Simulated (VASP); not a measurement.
Write the native input for VASP 6.6.1 that does the following.

| Item | Value |
| --- | --- |
| Task | single point |
| Functional | PBE |
| Potentials or basis | VASP PAW PBE potentials, release 64 (Ca_sv, Al, Tl_d) |
| Cutoff | 520 eV |
| k mesh | 4 × 4 × 4 |
| Occupations | gaussian, width 0.1 eV |
| Spin | no spin polarisation |
| Dipole correction | no |
| Further INCAR settings | ALGO = Normal; EDIFF = 1e-06; NBANDS = 37 |

The structure of Ca4AlTl lies in POSCAR:

```
Ca4AlTl
1.0
    0.0000000000      4.7251747744      4.7251747744
    4.7251747744      0.0000000000      4.7251747744
    4.7251747744      4.7251747744      0.0000000000
Ca Al Tl
4 1 1
Direct
    0.6245430437      0.1263708690      0.6245430437
    0.6245430437      0.6245430437      0.1263708690
    0.6245430437      0.6245430437      0.6245430437
    0.1263708690      0.6245430437      0.6245430437
    0.2500000000      0.2500000000      0.2500000000
    0.0000000000      0.0000000000      0.0000000000
```

The input as run:

INCAR

```
SYSTEM = Ca4AlTl
PREC = Accurate
ENCUT = 520
EDIFF = 1E-6
ISMEAR = 0
SIGMA = 0.1
LREAL = .FALSE.
LASPH = .TRUE.
NELM = 60
ALGO = Normal
ISIF = 2
LWAVE = .FALSE.
LCHARG = .FALSE.
GGA = PE
NBANDS = 37
```

KPOINTS

```
regular mesh
0
G
  4 4 4
  0 0 0
```

Potentials or basis: VASP PAW PBE potentials, release 64 (Ca_sv, Al, Tl_d).

Launch:

```sh
$ cat potpaw_PBE.64/Ca_sv/POTCAR potpaw_PBE.64/Al/POTCAR potpaw_PBE.64/Tl_d/POTCAR > POTCAR
$ mpirun -np 1 vasp_std > vasp.out
```

It gave:

| Quantity | Value |
| --- | --- |
| Pressure | 0.3 GPa |
| Largest force | 0.021 eV/Å |
| Band gap on the k mesh | zero (bands 28 and 29 overlap by 0.76 eV) |

Caveat: spin-orbit coupling is left out, which moves the levels of the heavy elements.

Run time: 73 s on 1 thread of Intel(R) Xeon(R) Platinum 8124M CPU @ 3.00GHz (Skylake/Cascade Lake) (shared host), peak memory 0.37 GiB.
